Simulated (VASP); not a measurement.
Set up this calculation in VASP 6.6.1, as the native input.

```yaml
Task: single point
Functional: PBEsol
Potentials_or_basis: VASP PAW PBE potentials, release 64 (Ru_pv)
Cutoff: 520 eV
k_mesh: 24 × 24 × 12
Occupations: gaussian, width 0.15 eV
Spin: no spin polarisation
Dipole_correction: no
Further_INCAR_settings: ALGO = Fast; EDIFF = 1e-07; NBANDS = 21
```

The structure of Ru lies in POSCAR:

```
Ru
1.0
    2.6652123442      0.0000000000      0.0000000000
   -1.3326061721      2.3081415966      0.0000000000
    0.0000000000      0.0000000000      4.2819000000
Ru
2
Direct
    0.3333333333      0.6666666667      0.2500000000
    0.6666666667      0.3333333333      0.7500000000
```

This cell differs from its parent crystal: strain -0.015 along x and y, +0.000 along z.

These files were run (other wordings do the same):

INCAR

```
SYSTEM = Ru
PREC = Accurate
ENCUT = 520
EDIFF = 1E-7
ISMEAR = 0
SIGMA = 0.15
LREAL = .FALSE.
LASPH = .TRUE.
NELM = 80
ALGO = Fast
ISIF = 2
LWAVE = .FALSE.
LCHARG = .FALSE.
GGA = PS
NBANDS = 21
```

KPOINTS

```
regular mesh
0
G
  24 24 12
  0 0 0
```

Potentials or basis: VASP PAW PBE potentials, release 64 (Ru_pv).

Run with:

```sh
$ cat potpaw_PBE.64/Ru_pv/POTCAR > POTCAR
$ mpirun -np 1 vasp_std > vasp.out
```

Results of the run:

```
Pressure               : 3.9 GPa
Band gap on the k mesh : zero (band 14 reaches 14.98 eV, above the bottom of band 15 at 11.61 eV)
```

Caveat: the cell differs from its parent crystal (strain -0.015 along x and y, +0.000 along z); the PAW data sets were made with another functional, which shifts forces and pressure a little.

Wall time 80 s on 1 thread of Intel(R) Xeon(R) 6975P-C (Granite Rapids), with other jobs on the host, peak memory 0.29 GiB.
